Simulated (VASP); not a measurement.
# HfSiO4 (Cmmm) in VASP: a series of runs

The runs below take HfSiO4 through single point, relaxation of cell and atoms, with PBE.

Program: VASP 6.6.1. These are calculated values, not measurements. Logs are shortened: lines on timing, memory, paths and dates and some standing lists are left out, and cuts for length are marked.

## 1. The cell of the first run

It takes space group Cmmm (No. 65, orthorhombic). Conventional cell: a = 6.387 Å, b = 6.580 Å, c = 2.975 Å, α = 90.00°, β = 90.00°, γ = 90.00°. Within 2.7 Å of Hf (site symmetry mmm) lie 6 O at 2.05 to 2.12 Å. Within 2.4 Å of Si (site symmetry mmm) lie 6 O at 1.78 to 1.89 Å. O (site symmetry m2m) has 2 Si at 1.89 Å and 1 Hf at 2.12 Å and 5 O at 2.34 to 2.60 Å within 2.6 Å. Within 2.4 Å of O (site symmetry 2mm) lie 1 Si at 1.78 Å and 2 Hf at 2.05 Å.

## 2. Single point, PBE

File INCAR:

```
SYSTEM = HfSiO4
PREC = Accurate
ENCUT = 600
EDIFF = 1E-6
ISMEAR = 0
SIGMA = 0.02
LREAL = .FALSE.
LASPH = .TRUE.
NELM = 120
ALGO = Normal
ISIF = 2
LWAVE = .FALSE.
LCHARG = .FALSE.
GGA = PE
NBANDS = 28
GGA_COMPAT = .FALSE.
```

File KPOINTS:

```
Automatic mesh
0
Gamma
  6 6 10
  0.5 0.5 0.5
```

File POSCAR:

```
HfSiO4
1.0
    3.1936371409     -3.2899417355      0.0000000000
    3.1936371409      3.2899417355      0.0000000000
    0.0000000000      0.0000000000      2.9746793578
Hf Si O
1 1 4
Direct
    0.5000000000      0.5000000000      0.5000000000
    0.0000000000      0.0000000000      0.0000000000
    0.8218779140      0.1781220860      0.5000000000
    0.7213266596      0.7213266596      0.0000000000
    0.2786733404      0.2786733404      0.0000000000
    0.1781220860      0.8218779140      0.5000000000
```

Potentials or basis: VASP PAW PBE potentials, release 64 (Hf_pv, Si, O).

Run with:

```sh
> cat potpaw_PBE.64/Hf_pv/POTCAR potpaw_PBE.64/Si/POTCAR potpaw_PBE.64/O/POTCAR > POTCAR
> mpirun -np 1 vasp_std > vasp.out
```

OUTCAR:

```text
SYSTEM = HfSiO4
   PREC = Accurate
   ENCUT = 600
   EDIFF = 1E-6
   ISMEAR = 0
   LREAL = .FALSE.
   LASPH = .TRUE.
   NELM = 120
   ISIF = 2
   GGA = PE

 ion  position               nearest neighbor table
   1  0.500  0.500  0.500-   4 2.05   5 2.05   4 2.05   5 2.05   3 2.12   6 2.12
   2  0.000  0.000  0.000-   4 1.78   5 1.78   3 1.89   6 1.89   3 1.89   6 1.89
   3  0.822  0.178  0.500-   2 1.89   2 1.89   1 2.12
   4  0.721  0.721  0.000-   2 1.78   1 2.05   1 2.05
   5  0.279  0.279  0.000-   2 1.78   1 2.05   1 2.05
   6  0.178  0.822  0.500-   2 1.89   2 1.89   1 2.12

  LATTYP: Found a base centered orthorhombic cell.
 ALAT       =     6.3872742818
 B/A-ratio  =     1.0301551461
 C/A-ratio  =     0.4657196836

  Lattice vectors:

 A1 = (   3.1936371409,  -3.2899417355,   0.0000000000)
 A2 = (   3.1936371409,   3.2899417355,   0.0000000000)
 A3 = (   0.0000000000,   0.0000000000,   2.9746793578)

Analysis of symmetry for initial positions (statically):
=====================================================================
 Subroutine PRICEL returns:
 Original cell was already a primitive cell.

 Routine SETGRP: Setting up the symmetry group for a
 base centered orthorhombic supercell.

 Subroutine GETGRP returns: Found  8 space group operations
 (whereof  8 operations were pure point group operations)
 out of a pool of  8 trial point group operations.

The static configuration has the point symmetry D_2h.

Analysis of symmetry for dynamics (positions and initial velocities):
=====================================================================
 Subroutine PRICEL returns:
 Original cell was already a primitive cell.

 Routine SETGRP: Setting up the symmetry group for a
 base centered orthorhombic supercell.

 Subroutine GETGRP returns: Found  8 space group operations
 (whereof  8 operations were pure point group operations)
 out of a pool of  8 trial point group operations.

The dynamic configuration has the point symmetry D_2h.

 Subroutine INISYM returns: Found  8 space group operations
 (whereof  8 operations are pure point group operations),
 and found     1 'primitive' translations

----------------------------------------------------------------------------------------

                                     Primitive cell

  volume of cell :      62.5092

  direct lattice vectors                    reciprocal lattice vectors
     3.193637141 -3.289941735  0.000000000     0.156561305 -0.151978375  0.000000000
     3.193637141  3.289941735  0.000000000     0.156561305  0.151978375  0.000000000
     0.000000000  0.000000000  2.974679358     0.000000000  0.000000000  0.336170686

  length of vectors
     4.585088310  4.585088310  2.974679358     0.218194567  0.218194567  0.336170686

  position of ions in fractional coordinates (direct lattice)
     0.500000000  0.500000000  0.500000000
     0.000000000  0.000000000  0.000000000
     0.821877914  0.178122086  0.500000000
     0.721326660  0.721326660  0.000000000
     0.278673340  0.278673340  0.000000000
     0.178122086  0.821877914  0.500000000

  ion indices of the primitive-cell ions
   primitive index   ion index
                 1           1
                 2           2
                 3           3
                 4           4
                 5           5
                 6           6

----------------------------------------------------------------------------------------

 KPOINTS: Automatic mesh

Automatic generation of k-mesh.
 Grid dimensions read from file:
 generate k-points for:    6    6   10

 Generating k-lattice:

  Cartesian coordinates                     Fractional coordinates (reciprocal lattice)
     0.026093551 -0.025329729  0.000000000     0.166666667 -0.000000000  0.000000000
     0.026093551  0.025329729  0.000000000    -0.000000000  0.166666667  0.000000000
     0.000000000  0.000000000  0.033617069     0.000000000  0.000000000  0.100000000

  Length of vectors
     0.036365761  0.036365761  0.033617069

  Shift w.r.t. Gamma in fractional coordinates (k-lattice)
     0.500000000  0.500000000  0.500000000

 Subroutine IBZKPT returns following result:
 ===========================================

 Found     60 irreducible k-points:

 Following reciprocal coordinates:
            Coordinates               Weight
  0.083333  0.083333  0.050000      4.000000
  0.250000  0.083333  0.050000      8.000000
  0.416667  0.083333  0.050000      8.000000
 -0.416667  0.083333  0.050000      8.000000
 -0.250000  0.083333  0.050000      8.000000
 -0.083333  0.083333  0.050000      4.000000
[... 16 lines left out ...]
  0.416667  0.416667  0.150000      4.000000
 -0.416667  0.416667  0.150000      4.000000
 [... further k-points ...]
   k-points           NKPTS =     60   k-points in BZ     NKDIM =     60   number of bands    NBANDS=     28
   number of dos      NEDOS =    301   number of ions     NIONS =      6
   total plane-waves  NPLWV =  38400
   dimension x,y,z NGX =    40 NGY =   40 NGZ =   24
   dimension x,y,z NGXF=    80 NGYF=   80 NGZF=   48
   ions per type =               1   1   4
   NGX,Y,Z   is equivalent  to a cutoff of  14.50, 14.50, 13.41 a.u.
   NGXF,Y,Z  is equivalent  to a cutoff of  29.01, 29.01, 26.83 a.u.
 SYSTEM =  HfSiO4
   PREC   = accura    normal or accurate (medium, high low for compatibility)
   ISTART =      0    job   : 0-new  1-cont  2-samecut
   ICHARG =      2    charge: 1-file 2-atom 10-const
   ISPIN  =      1    spin polarized calculation?
   LNONCOLLINEAR =      F non collinear calculations
   LSORBIT =      F    spin-orbit coupling
   LASPH  =      T    aspherical Exc in radial PAW
   ENCUT  =  600.0 eV  44.10 Ry    6.64 a.u.   9.16  9.16  5.94*2*pi/ulx,y,z
   NELM   =    120;   NELMIN=  2; NELMDL= -5     # of ELM steps
   EDIFF  = 0.1E-05   stopping-criterion for ELM
   LREAL  =      F    real-space projection
   EDIFFG = 0.1E-04   stopping-criterion for IOM
   NSW    =      0    number of steps for IOM
   IBRION =     -1    ionic relax: 0-MD 1-quasi-New 2-CG
   NFREE  =      0    steps in history (QN), initial steepest desc. (CG)
   ISIF   =      2    stress and relaxation
   ISYM   =      2    0-nonsym 1-usesym 2-fastsym
   POTIM  = 0.5000    time-step for ionic-motion
   TEBEG  =    0.0;   TEEND  =   0.0 temperature during run
   PSTRESS=    0.0 pullay stress
   NELECT =      38.0000    total number of electrons
   NUPDOWN=      -1.0000    fix difference up-down
   EMIN   =  10.00;   EMAX   =-10.00  energy-range for DOS
   EFERMI =   0.00;   METHOD = LEGACY
   ISMEAR =     0;   SIGMA  =   0.02  broadening in eV -4-tet -1-fermi 0-gaus
   EFERMI_NEDOS =   21; number of points for ismear=-14 and -15
   IALGO  =     38    algorithm
   IMIX   =      4    mixing-type and parameters
     AMIX     =   0.40;   BMIX     =  1.00
     AMIX_MAG =   1.60;   BMIX_MAG =  1.00
  volume/ion in A,a.u.               =      10.42        70.31
  Fermi-wavevector in a.u.,A,eV,Ry     =   1.386824  2.620718 26.167828  1.923281
  Thomas-Fermi vector in A             =   2.511103
   LORBIT       =      0    0 simple, 1 ext, 2 COOP (PROOUT), +10 PAW based schemes
   GGA     = PE    functional components
   LHFCALC =     F    Hartree Fock is set to
   AEXX    =    0.0000 exact exchange contribution
   IVDW    =     0    specifies the selected vdW correction
   LEPSILON=     F    determine dielectric tensor
   LRPA    =     F    only Hartree local field effects (RPA)
 non-spin polarized calculation
 Gauss-broadening in eV      SIGMA  =   0.02
  energy-cutoff  :      600.00
  volume of cell :       62.51
 maximum number of plane-waves:      2109
 NGX is ok and might be reduce to    40
   NGX = 19   NGY = 19   NGZ = 11

 number of electron      37.9999993 magnetization

 Free energy of the ion-electron system (eV)
  ---------------------------------------------------
  ext. energy  EPLUGINS =         0.00000000
  ---------------------------------------------------
  free energy    TOTEN  =       -52.62480439 eV

  energy without entropy =      -52.62480439  energy(sigma->0) =      -52.62480439

 E-fermi :   4.5441     XC(G=0): -11.3547

 val. band max:        4.4181555390   @ k =  -0.0833   0.0833   0.0500
 cond. band min:       6.4642468808   @ k =  -0.0833   0.0833   0.0500
 fundamental gap:      2.0460913418
 Fermi energy:         4.5440639494

 k-point     1 :       0.0833    0.0833    0.0500
  band No.  band energies     occupation
      1     -25.4886      2.00000
      2     -25.2893      2.00000
      3     -25.1810      2.00000
      4     -15.2210      2.00000
      5     -13.2871      2.00000
      6     -12.5559      2.00000
[... 20 lines left out ...]
     27      14.0929      0.00000
     28      16.2242      0.00000

 k-point     2 :       0.2500    0.0833    0.0500
  band No.  band energies     occupation
      1     -25.4913      2.00000
      2     -25.2920      2.00000
      3     -25.1808      2.00000
      4     -14.9932      2.00000
      5     -13.6888      2.00000
      6     -12.4871      2.00000
[... 20 lines left out ...]
     27      14.1105      0.00000
     28      15.8112      0.00000

 k-point     3 :       0.4167    0.0833    0.0500
  band No.  band energies     occupation
      1     -25.4940      2.00000
      2     -25.2948      2.00000
      3     -25.1806      2.00000
      4     -14.6786      2.00000
      5     -13.9998      2.00000
      6     -12.6682      2.00000
[... 20 lines left out ...]
     27      14.6707      0.00000
     28      15.4951      0.00000

 k-point     4 :      -0.4167    0.0833    0.0500
  band No.  band energies     occupation
      1     -25.4937      2.00000
      2     -25.2952      2.00000
      3     -25.1806      2.00000
      4     -14.7625      2.00000
      5     -13.7960      2.00000
      6     -12.7411      2.00000
[... 578 lines left out ...]
     27      15.2645      0.00000
     28      16.5326      0.00000

 k-point    23 :       0.4167    0.4167    0.1500
  band No.  band energies     occupation
      1     -25.4461      2.00000
      2     -25.3884      2.00000
      3     -25.2819      2.00000
      4     -14.6766      2.00000
      5     -13.4400      2.00000
      6     -12.7914      2.00000
[... 20 lines left out ...]
     27      14.4390      0.00000
     28      15.4678      0.00000

 k-point    24 :      -0.4167    0.4167    0.1500
  band No.  band energies     occupation
      1     -25.4459      2.00000
      2     -25.3885      2.00000
      3     -25.2823      2.00000
      4     -14.7000      2.00000
      5     -13.1725      2.00000
      6     -13.0102      2.00000
[... 20 lines left out ...]
     27      14.7176      0.00000
     28      15.5416      0.00000

 [... further k-points ...]

------------------------ aborting loop because EDIFF is reached ----------------------------------------

  FORCE on cell =-STRESS in cart. coord.  units (eV):
  Direction    XX          YY          ZZ          XY          YZ          ZX
  --------------------------------------------------------------------------------------
  -------------------------------------------------------------------------------------
  Total       -0.7398272     -0.7319308     -0.7628140      0.0000000      0.0000000      0.0000000
  in kB      -18.9625582    -18.7601650    -19.5517360      0.0000000      0.0000000      0.0000000
  external PRESSURE =     -19.0914864 kB  Pullay stress =       0.0000000 kB

 VOLUME and BASIS-vectors are now :
 -----------------------------------------------------------------------------
  energy-cutoff  :      600.00
  volume of cell :       62.51
      direct lattice vectors                 reciprocal lattice vectors
     3.193637141 -3.289941735  0.000000000     0.156561305 -0.151978375  0.000000000
     3.193637141  3.289941735  0.000000000     0.156561305  0.151978375  0.000000000
     0.000000000  0.000000000  2.974679358     0.000000000  0.000000000  0.336170686

 POSITION                                       TOTAL-FORCE (eV/Angst)
 -----------------------------------------------------------------------------------
      3.19364      0.00000      1.48734         0.000000     -0.000000      0.000000
      0.00000      0.00000      0.00000         0.000000      0.000000      0.000000
      3.19364     -2.11792      1.48734         0.000000      0.146937      0.000000
      4.60731      0.00000      0.00000        -0.232533      0.000000      0.000000
      1.77996      0.00000      0.00000         0.232533      0.000000      0.000000
      3.19364      2.11792      1.48734         0.000000     -0.146937     -0.000000
 -----------------------------------------------------------------------------------
    total drift:                               -0.000000     -0.000000     -0.000000

  FREE ENERGIE OF THE ION-ELECTRON SYSTEM (eV)
  ---------------------------------------------------
  free  energy   TOTEN  =       -52.6248043892 eV

  energy  without entropy=      -52.6248043892  energy(sigma->0) =      -52.62480439
```

It took 70 s on 1 thread of Intel Xeon Platinum 8488C (Sapphire Rapids), shared host; peak memory 0.26 GiB.

What came out:

| Quantity | Value |
| --- | --- |
| Free energy | -52.6248 eV |
| Pressure | -1.9 GPa |
| Largest force | 0.233 eV/Å |
| Band gap on the k mesh | 2.05 eV |

Forces in eV/Å, atoms in the order of the input:
```
Hf   0.000  0.000  0.000
Si   0.000  0.000  0.000
O    0.000  0.147  0.000
O   -0.233  0.000  0.000
O    0.233  0.000  0.000
O    0.000 -0.147  0.000
```

Levels at points of the mesh, in eV from the valence-band top:
| k point | band 15 | band 16 | band 17 | band 18 | band 19 | band 20 | band 21 | band 22 | band 23 | band 24 |
| --- | --- | --- | --- | --- | --- | --- | --- | --- | --- | --- |
| (0.08, 0.08, 0.05) | -2.49 | -1.43 | -0.79 | -0.63 | 0.00 | 2.15 | 5.39 | 5.81 | 6.02 | 6.85 |

Caveat: spin-orbit coupling is left out, which moves the levels of the heavy elements; a shifted mesh leaves out Γ, where band edges can lie. A k mesh can miss the band edges.

## 3. Single point, PBE

File INCAR:

```
ALGO = Normal
EDIFF = 1E-6
ENCUT = 520
GGA = PE
ISIF = 2
ISMEAR = 0
LASPH = T
LCHARG = F
LREAL = F
LWAVE = F
NBANDS = 28
NELM = 100
PREC = Accurate
SIGMA = 0.02
```

File KPOINTS:

```
k-points
0
Gamma
  6 6 10
```

POSCAR is that of step 2.

Potentials or basis: VASP PAW PBE potentials, release 64 (Hf_pv, Si, O).

Run with:

```sh
> cat potpaw_PBE.64/Hf_pv/POTCAR potpaw_PBE.64/Si/POTCAR potpaw_PBE.64/O/POTCAR > POTCAR
> mpirun -np 1 vasp_std > vasp.out
```

It took 74 s on 1 thread of Intel Xeon Platinum 8488C (Sapphire Rapids), shared host; peak memory 0.26 GiB.

The run converged. Its results:

```
Free energy            : -52.6128 eV
Pressure               : -1.6 GPa
Largest force          : 0.232 eV/Å
Band gap on the k mesh : 1.77 eV
```

Forces on the atoms (eV/Å):
```
Hf   0.000  0.000  0.000
Si   0.000  0.000  0.000
O    0.000  0.148  0.000
O   -0.232  0.000  0.000
O    0.232  0.000  0.000
O    0.000 -0.148  0.000
```

Levels at points of the mesh, in eV from the valence-band top:
```csv
k point,band 17,band 18,band 19,band 20,band 21,band 22
"(0.00, 0.00, 0.00)",-0.72,-0.65,0.00,1.77,5.12,5.84
"(0.50, 0.00, 0.00)",-1.88,-1.13,-0.49,2.73,5.55,5.57
"(0.50, 0.50, 0.00)",-1.44,-1.42,-1.36,2.41,5.65,5.88
"(0.00, 0.00, 0.50)",-2.23,-1.16,-0.61,4.82,5.29,7.09
"(0.50, 0.00, 0.50)",-1.57,-1.44,-1.05,3.77,4.64,7.32
"(0.50, 0.50, 0.50)",-1.17,-0.92,-0.41,3.93,4.71,7.04
```

Caveat: spin-orbit coupling is left out, which moves the levels of the heavy elements.

## 4. Relaxation of cell and atoms, PBE

File INCAR:

```
PREC     = Accurate       # precision mode
ENCUT    = 600            # plane-wave cutoff, eV
EDIFF    = 1E-7           # SCF threshold, eV
ISMEAR   = 0              # smearing method
SIGMA    = 0.02           # smearing width, eV
LREAL    = False          # projectors in reciprocal space
LASPH    = True           # aspherical terms in the spheres
NELM     = 100            # most SCF steps
ALGO     = Normal         # electronic algorithm
ISIF     = 3              # what is computed and relaxed
LWAVE    = False          # write WAVECAR
LCHARG   = False          # write CHGCAR
GGA      = PE             # functional
IBRION   = 2              # ionic algorithm
NSW      = 100            # ionic steps
EDIFFG   = -0.01          # ionic threshold
```

File KPOINTS:

```
regular mesh
0
Gamma
  6 6 10
```

POSCAR is that of step 3.

Run with:

```sh
> cat potpaw_PBE.64/Hf_pv/POTCAR potpaw_PBE.64/Si/POTCAR potpaw_PBE.64/O/POTCAR > POTCAR
> mpirun -np 1 vasp_std > vasp.out
```

It took 5.4 min on 1 thread of Intel Xeon Platinum 8488C (Sapphire Rapids), shared host; peak memory 0.29 GiB.

It converged, with:

```
Free energy                           : -52.6292 eV
Relaxed volume                        : 10.34 Å³/atom
Relaxed cell                          : a = 4.573 Å, b = 4.573 Å, c = 2.969 Å, α = 90.00°, β = 90.00°, γ = 91.67°
Space group after relaxing (to 0.1 Å) : Cmmm (No. 65)
Energy gained by relaxing             : 0.7 meV/atom
Ionic steps                           : 5
Pressure after relaxing               : 0.0 GPa
Largest force after relaxing          : 0.006 eV/Å
Band gap on the k mesh                : 1.84 eV
```

Forces in eV/Å, atoms in the order of the input:
```
Hf   0.000  0.000  0.000
Si   0.000  0.000  0.000
O    0.000 -0.003  0.000
O    0.006  0.000  0.000
O   -0.006  0.000  0.000
O    0.000  0.003  0.000
```

Stress tensor (GPa, compression positive):
```
-0.15  0.00  0.00
 0.00  0.01  0.00
 0.00  0.00  0.07
```

Step by step:
| step | energy change (eV) | largest force (eV/Å) | pressure (GPa) | volume (Å³) |
| --- | --- | --- | --- | --- |
| 1 | 0.0000 | 0.2322 | -1.91 | 62.51 |
| 2 | 0.0043 | 0.3188 | 3.00 | 61.39 |
| 3 | -0.0043 | 0.0253 | 0.07 | 62.04 |
| 4 | -0.0044 | 0.0134 | -0.06 | 62.07 |
| 5 | -0.0044 | 0.0056 | -0.02 | 62.06 |

Final structure:
```yaml
crystal:
  lattice:
    - [3.18609, -3.28014, 0.00000]
    - [3.18609, 3.28014, 0.00000]
    - [0.00000, 0.00000, 2.96910]
  atoms:
    - { symbol: Hf, position: [0.50000, 0.50000, 0.50000] }
    - { symbol: Si, position: [0.00000, 0.00000, 0.00000] }
    - { symbol: O, position: [0.82130, 0.17870, 0.50000] }
    - { symbol: O, position: [0.72054, 0.72054, 0.00000] }
    - { symbol: O, position: [0.27946, 0.27946, 0.00000] }
    - { symbol: O, position: [0.17870, 0.82130, 0.50000] }
```

Levels at points of the mesh, in eV from the valence-band top:
```
           k point  band 17  band 18  band 19  band 20  band 21  band 22
(0.00, 0.00, 0.00)    -0.71    -0.64     0.00     1.84     5.18     5.92
(0.50, 0.00, 0.00)    -1.86    -1.13    -0.50     2.81     5.63     5.64
(0.50, 0.50, 0.00)    -1.44    -1.41    -1.38     2.49     5.72     5.96
(0.00, 0.00, 0.50)    -2.26    -1.17    -0.61     4.92     5.37     7.17
(0.50, 0.00, 0.50)    -1.58    -1.46    -1.06     3.85     4.71     7.40
(0.50, 0.50, 0.50)    -1.17    -0.93    -0.41     4.01     4.78     7.07
```

Caveat: spin-orbit coupling is left out, which moves the levels of the heavy elements.

## 5. Overview

| task | cell | k mesh | cutoff (eV) | gap on the mesh (eV) | pressure (GPa) | largest force (eV/Å) |
| --- | --- | --- | --- | --- | --- | --- |
| single point | as given | 6 × 6 × 10, shifted | 600 | 2.05 | -1.9 | 0.23 |
| single point | as given | 6 × 6 × 10 | 520 | 1.77 | -1.6 | 0.23 |
| relaxation of cell and atoms | relaxed | 6 × 6 × 10 | 600 | 1.84 | 0.0 | 0.01 |

Alike in all rows: level PBE; potentials or basis VASP PAW PBE potentials, release 64 (Hf_pv, Si, O); no spin polarisation; smearing gaussian 0.02 eV.

Caveats: spin-orbit coupling is left out, which moves the levels of the heavy elements; a shifted mesh leaves out Γ, where band edges can lie (at least some runs).

Total energies depend on the potentials used, so only differences within one code and one set of settings carry meaning.
